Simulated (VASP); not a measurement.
# CoPtO2 in VASP: notebook, part 2 of 2

VASP 6.6.1. Earlier steps stand in the parts before.

## (3) Single point, PBEsol

File INCAR:

```
SYSTEM = CoPtO2
ALGO = Normal
DIPOL = 0.5 0.5 0.490
EDIFF = 1E-6
ENCUT = 520
GGA = PS
IDIPOL = 3
ISIF = 2
ISMEAR = 0
LASPH = .True.
LCHARG = .False.
LDIPOL = .True.
LREAL = .False.
LWAVE = .False.
NBANDS = 41
NELM = 100
PREC = Accurate
SIGMA = 0.1
```

File KPOINTS:

```
k-points
0
Gamma
  12 12 1
  0 0 0
```

File POSCAR:

```
CoPtO2
1.0
    2.8101831228      0.0000000000      0.0000000000
   -1.4050915614      2.4336899736      0.0000000000
    0.0000000000      0.0000000000     24.8115356445
O Co Pt
4 2 2
Direct
    0.0000000000      0.0000000000      0.3034157119
    0.6666666667      0.3333333333      0.3792711176
    0.6666666667      0.3333333333      0.5394453273
    0.3333333333      0.6666666667      0.6176962792
    0.3333333333      0.6666666667      0.3389692976
    0.0000000000      0.0000000000      0.5789423418
    0.6666666667      0.3333333333      0.4591287832
    0.3333333333      0.6666666667      0.7006707234
```

Potentials or basis: VASP PAW PBE potentials, release 64 (O, Co, Pt).

The run is started by

```console
cat potpaw_PBE.64/O/POTCAR potpaw_PBE.64/Co/POTCAR potpaw_PBE.64/Pt/POTCAR > POTCAR
mpirun -np 1 vasp_std > vasp.out
```

OUTCAR:

```text
SYSTEM = CoPtO2
   EDIFF = 1E-6
   ENCUT = 520
   GGA = PS
   ISIF = 2
   ISMEAR = 0
   LASPH = .True.
   LREAL = .False.
   NELM = 100
   PREC = Accurate

 ion  position               nearest neighbor table
   1  0.000  0.000  0.303-   5 1.85   5 1.85   5 1.85
   2  0.667  0.333  0.379-   5 1.91   5 1.91   5 1.91   7 1.98
   3  0.667  0.333  0.539-   6 1.90   6 1.90   6 1.90   7 1.99
   4  0.333  0.667  0.618-   6 1.89   6 1.89   6 1.89   8 2.06
   5  0.333  0.667  0.339-   1 1.85   1 1.85   1 1.85   2 1.91   2 1.91   2 1.91
   6  0.000  0.000  0.579-   4 1.89   4 1.89   4 1.89   3 1.90   3 1.90   3 1.90
   7  0.667  0.333  0.459-   2 1.98   3 1.99
   8  0.333  0.667  0.701-   4 2.06

  LATTYP: Found a hexagonal cell.
 ALAT       =     2.8101831228
 C/A-ratio  =     8.8291526069

  Lattice vectors:

 A1 = (   2.8101831228,   0.0000000000,   0.0000000000)
 A2 = (  -1.4050915614,   2.4336899736,   0.0000000000)
 A3 = (   0.0000000000,   0.0000000000,  24.8115356445)

Analysis of symmetry for initial positions (statically):
=====================================================================
 Subroutine PRICEL returns:
 Original cell was already a primitive cell.

 Routine SETGRP: Setting up the symmetry group for a
 hexagonal supercell.

 Subroutine GETGRP returns: Found  6 space group operations
 (whereof  6 operations were pure point group operations)
 out of a pool of 24 trial point group operations.

The static configuration has the point symmetry C_3v.

Analysis of symmetry for dynamics (positions and initial velocities):
=====================================================================
 Subroutine PRICEL returns:
 Original cell was already a primitive cell.

 Routine SETGRP: Setting up the symmetry group for a
 hexagonal supercell.

 Subroutine GETGRP returns: Found  6 space group operations
 (whereof  6 operations were pure point group operations)
 out of a pool of 24 trial point group operations.

The dynamic configuration has the point symmetry C_3v.

 Subroutine INISYM returns: Found  6 space group operations
 (whereof  6 operations are pure point group operations),
 and found     1 'primitive' translations

----------------------------------------------------------------------------------------

                                     Primitive cell

  volume of cell :     169.6889

  direct lattice vectors                    reciprocal lattice vectors
     2.810183123  0.000000000  0.000000000     0.355848696  0.205449340  0.000000000
    -1.405091561  2.433689974  0.000000000     0.000000000  0.410898681  0.000000000
     0.000000000  0.000000000 24.811535645     0.000000000  0.000000000  0.040303833

  length of vectors
     2.810183123  2.810183123 24.811535645     0.410898681  0.410898681  0.040303833

  position of ions in fractional coordinates (direct lattice)
     0.000000000  0.000000000  0.303415712
     0.666666667  0.333333333  0.379271118
     0.666666667  0.333333333  0.539445327
     0.333333333  0.666666667  0.617696279
     0.333333333  0.666666667  0.338969298
     0.000000000  0.000000000  0.578942342
     0.666666667  0.333333333  0.459128783
     0.333333333  0.666666667  0.700670723

  ion indices of the primitive-cell ions
   primitive index   ion index
                 1           1
                 2           2
                 3           3
                 4           4
[... 57 lines left out ...]
   ions per type =               4   2   2
   NGX,Y,Z   is equivalent  to a cutoff of  14.20, 14.20, 12.86 a.u.
   NGXF,Y,Z  is equivalent  to a cutoff of  28.40, 28.40, 25.73 a.u.
 SYSTEM =  CoPtO2
   PREC   = accura    normal or accurate (medium, high low for compatibility)
   ISTART =      0    job   : 0-new  1-cont  2-samecut
   ICHARG =      2    charge: 1-file 2-atom 10-const
   ISPIN  =      1    spin polarized calculation?
   LNONCOLLINEAR =      F non collinear calculations
   LSORBIT =      F    spin-orbit coupling
   LASPH  =      T    aspherical Exc in radial PAW
   ENCUT  =  520.0 eV  38.22 Ry    6.18 a.u.   5.23  5.23 46.13*2*pi/ulx,y,z
   NELM   =    100;   NELMIN=  2; NELMDL= -5     # of ELM steps
   EDIFF  = 0.1E-05   stopping-criterion for ELM
   LREAL  =      F    real-space projection
   EDIFFG = 0.1E-04   stopping-criterion for IOM
   NSW    =      0    number of steps for IOM
   IBRION =     -1    ionic relax: 0-MD 1-quasi-New 2-CG
   NFREE  =      0    steps in history (QN), initial steepest desc. (CG)
   ISIF   =      2    stress and relaxation
   ISYM   =      2    0-nonsym 1-usesym 2-fastsym
   POTIM  = 0.5000    time-step for ionic-motion
   TEBEG  =    0.0;   TEEND  =   0.0 temperature during run
   PSTRESS=    0.0 pullay stress
   NELECT =      62.0000    total number of electrons
   NUPDOWN=      -1.0000    fix difference up-down
   EMIN   =  10.00;   EMAX   =-10.00  energy-range for DOS
   EFERMI =   0.00;   METHOD = LEGACY
   ISMEAR =     0;   SIGMA  =   0.10  broadening in eV -4-tet -1-fermi 0-gaus
   EFERMI_NEDOS =   21; number of points for ismear=-14 and -15
   IALGO  =     38    algorithm
   IMIX   =      4    mixing-type and parameters
     AMIX     =   0.40;   BMIX     =  1.00
     AMIX_MAG =   1.60;   BMIX_MAG =  1.00
  volume/ion in A,a.u.               =      21.21       143.14
  Fermi-wavevector in a.u.,A,eV,Ry     =   1.170364  2.211667 18.636600  1.369751
  Thomas-Fermi vector in A             =   2.306823
   LORBIT       =      0    0 simple, 1 ext, 2 COOP (PROOUT), +10 PAW based schemes
   GGA     = PS    functional components
   LHFCALC =     F    Hartree Fock is set to
   AEXX    =    0.0000 exact exchange contribution
   IVDW    =     0    specifies the selected vdW correction
   LEPSILON=     F    determine dielectric tensor
   LRPA    =     F    only Hartree local field effects (RPA)
 non-spin polarized calculation
 Gauss-broadening in eV      SIGMA  =   0.10
  energy-cutoff  :      520.00
  volume of cell :      169.69
 maximum number of plane-waves:      4612
 NGX is ok and might be reduce to    24
   NGX = 11   NGY = 11   NGZ = 93

 dipolmoment           0.000000      0.000000      0.602153 electrons x Angstroem

 number of electron      62.0000002 magnetization

 dipolmoment           0.000000      0.000000     -0.070058 electrons x Angstroem

 Free energy of the ion-electron system (eV)
  ---------------------------------------------------
  ext. energy  EPLUGINS =         0.00000000
  ---------------------------------------------------
  free energy    TOTEN  =       -55.67797123 eV

  energy without entropy =      -55.62731849  energy(sigma->0) =      -55.65264486

 E-fermi :   0.6562     XC(G=0):  -6.7779

 val. band max:        0.6551438809   @ k =   0.1667   0.0000   0.0000
 cond. band min:       0.6642768333   @ k =   0.0833   0.0833   0.0000
 fundamental gap:      0.0091329523
 Fermi energy:         0.6562457825

 k-point     1 :       0.0000    0.0000    0.0000
  band No.  band energies     occupation
      1     -20.7789      2.00000
      2     -20.0272      2.00000
      3     -19.0779      2.00000
      4     -17.7044      2.00000
      5      -8.4930      2.00000
      6      -7.0514      2.00000
[... 825 lines left out ...]
     40       8.4334      0.00000
     41       8.4390      0.00000

------------------------ aborting loop because EDIFF is reached ----------------------------------------

 vacuum level on the upper side and lower side of the slab       (xc-potential included)        -0.920         0.895

  FORCE on cell =-STRESS in cart. coord.  units (eV):
  Direction    XX          YY          ZZ          XY          YZ          ZX
  --------------------------------------------------------------------------------------
  -------------------------------------------------------------------------------------
  Total       -3.3020643     -3.3020643      0.1081533      0.0000000      0.0000000      0.0000000
  in kB      -31.1775934    -31.1775934      1.0211668      0.0000000      0.0000000      0.0000000
  external PRESSURE =     -20.4446733 kB  Pullay stress =       0.0000000 kB

 VOLUME and BASIS-vectors are now :
 -----------------------------------------------------------------------------
  energy-cutoff  :      520.00
  volume of cell :      169.69
      direct lattice vectors                 reciprocal lattice vectors
     2.810183123  0.000000000  0.000000000     0.355848696  0.205449340  0.000000000
    -1.405091561  2.433689974  0.000000000     0.000000000  0.410898681  0.000000000
     0.000000000  0.000000000 24.811535645     0.000000000  0.000000000  0.040303833

 POSITION                                       TOTAL-FORCE (eV/Angst)
 -----------------------------------------------------------------------------------
      0.00000      0.00000      7.52821        -0.000000      0.000000     -0.042999
      1.40509      0.81123      9.41030        -0.000000      0.000000     -0.026744
      1.40509      0.81123     13.38447         0.000000     -0.000000      0.000805
     -0.00000      1.62246     15.32599         0.000000      0.000000      0.020054
     -0.00000      1.62246      8.41035        -0.000000      0.000000      0.021712
      0.00000      0.00000     14.36445         0.000000     -0.000000      0.002029
      1.40509      0.81123     11.39169        -0.000000      0.000000      0.012549
     -0.00000      1.62246     17.38472        -0.000000      0.000000      0.012595
 -----------------------------------------------------------------------------------
    total drift:                               -0.000000     -0.000000     -0.002921

  FREE ENERGIE OF THE ION-ELECTRON SYSTEM (eV)
  ---------------------------------------------------
  free  energy   TOTEN  =       -55.6779712324 eV

  energy  without entropy=      -55.6273184931  energy(sigma->0) =      -55.65264486

 vacuum level on the upper side and lower side of the slab         6.076         7.935
```

Run time: 3.6 min. Hardware: 1 thread of Intel Xeon 6975P-C (Granite Rapids), shared host; peak memory 0.39 GiB.

Results:

```yaml
Free_energy: -55.6780 eV
Largest_force: 0.043 eV/Å
Band_gap_on_the_k_mesh: zero (band 31 reaches 1.17 eV, above the bottom of band 32 at 0.24 eV)
```

Forces in eV/Å, atoms in the order of the input:
```
O    0.000  0.000 -0.043
O    0.000  0.000 -0.027
O    0.000  0.000  0.001
O    0.000  0.000  0.020
Co   0.000  0.000  0.022
Co   0.000  0.000  0.002
Pt   0.000  0.000  0.013
Pt   0.000  0.000  0.013
```

Caveat: the PAW data sets were made with another functional, which shifts forces and pressure a little; spin-orbit coupling is left out, which moves the levels of the heavy elements; the run has no spin polarisation, though such a crystal can be magnetic; semilocal functionals often make such compounds metallic where correlation or magnetic order opens a gap, which also shifts bond lengths. Spin polarisation is off, so any magnetic state and its effect on volume and gap are missing.

## (4) Single point, PBEsol

This run uses another cell than the first one, of 22.92 Å³/atom, 1.081 times its volume.

File INCAR:

```
SYSTEM = CoPtO2
  PREC = Accurate
  ENCUT = 520
  EDIFF = 1E-6
  ISMEAR = 0
  SIGMA = 0.1
  LREAL = .FALSE.
  LASPH = .TRUE.
  NELM = 60
  ALGO = Normal
  ISIF = 2
  LWAVE = .FALSE.
  LCHARG = .FALSE.
  LDIPOL = .TRUE.
  IDIPOL = 3
  DIPOL = 0.5 0.5 0.491
  GGA = PS
  NBANDS = 41
```

File KPOINTS:

```
regular mesh
0
G
  12 12 1
  0 0 0
```

File POSCAR:

```
CoPtO2
1.0
    2.8101831225      0.0000000000      0.0000000000
   -1.4050915613      2.4336899734      0.0000000000
    0.0000000000      0.0000000000     26.8115356451
O Co Pt
4 2 2
Direct
    0.0000000000      0.0000000000      0.3170277194
    0.6666666667      0.3333333333      0.3888793212
    0.6666666667      0.3333333333      0.5374449078
    0.3333333333      0.6666666667      0.6098703080
    0.3333333333      0.6666666667      0.3529535203
    0.0000000000      0.0000000000      0.5740146958
    0.6666666667      0.3333333333      0.4629597737
    0.3333333333      0.6666666667      0.6866425140
```

The run is started by

```console
cat potpaw_PBE.64/O/POTCAR potpaw_PBE.64/Co/POTCAR potpaw_PBE.64/Pt/POTCAR > POTCAR
mpirun -np 1 vasp_std > vasp.out
```

Wall time 14 min (1 thread of AMD EPYC 7R43 (Zen 3), shared host); peak memory 0.36 GiB.

The run converged. Its results:

| Property | Result |
| --- | --- |
| Free energy | -55.6217 eV |
| Largest force | 1.589 eV/Å |
| Band gap on the k mesh | zero (band 31 reaches 0.49 eV, above the bottom of band 32 at -0.43 eV) |

Forces in eV/Å, atoms in the order of the input:
```
O    0.000  0.000  1.249
O    0.000  0.000  0.297
O    0.000  0.000 -0.007
O    0.000  0.000  0.025
Co   0.000  0.000 -1.589
Co   0.000  0.000  0.001
Pt   0.000  0.000  0.020
Pt   0.000  0.000  0.004
```

Levels at points of the mesh, in eV from the Fermi level:
| k point | band 29 | band 30 | band 31 | band 32 | band 33 | band 34 |
| --- | --- | --- | --- | --- | --- | --- |
| (0.00, 0.00, 0.00) | -1.03 | -0.61 | -0.61 | -0.41 | -0.03 | 1.74 |
| (0.50, 0.00, 0.00) | -0.13 | -0.04 | 0.51 | 0.78 | 1.55 | 1.61 |

Caveat: the PAW data sets were made with another functional, which shifts forces and pressure a little; spin-orbit coupling is left out, which moves the levels of the heavy elements; the run has no spin polarisation, though such a crystal can be magnetic; semilocal functionals often make such compounds metallic where correlation or magnetic order opens a gap, which also shifts bond lengths.
